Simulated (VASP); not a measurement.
Runs of VASP 6.6.1 on KCl (Sylvite). The structure is that of space group Fm-3m (No. 225), or close to it. The cells are those of the table. 

```tsv
level	cell	smearing	gap on the mesh (eV)	pressure (GPa)
r2SCAN	a = 4.398 Å, angles 60.0°, 2 atoms	gaussian 0.01 eV	5.96	0.7
r2SCAN	a = 4.412, b = 4.412, c = 4.376 Å, angles 60.3, 60.3, 59.5°, 2 atoms	gaussian 0.01 eV	5.95	0.7
PBE	a = 4.398 Å, angles 60.0°, 2 atoms	fermi-dirac 0.02 eV	5.31	1.5
PBE	a = 4.412, b = 4.412, c = 4.376 Å, angles 60.3, 60.3, 59.5°, 2 atoms	fermi-dirac 0.02 eV	(a)	1.5
```

Alike in all rows: task single point; potentials or basis VASP PAW PBE potentials, release 64 (K_sv, Cl); no spin polarisation; k mesh 8 × 8 × 8; cutoff (eV) 520.

Task: Estimate the missing entries.

Result: (a) 5.30.

Caveats: the PAW data sets were made with another functional, which shifts forces and pressure a little (some runs).

A k mesh can miss the band edges.
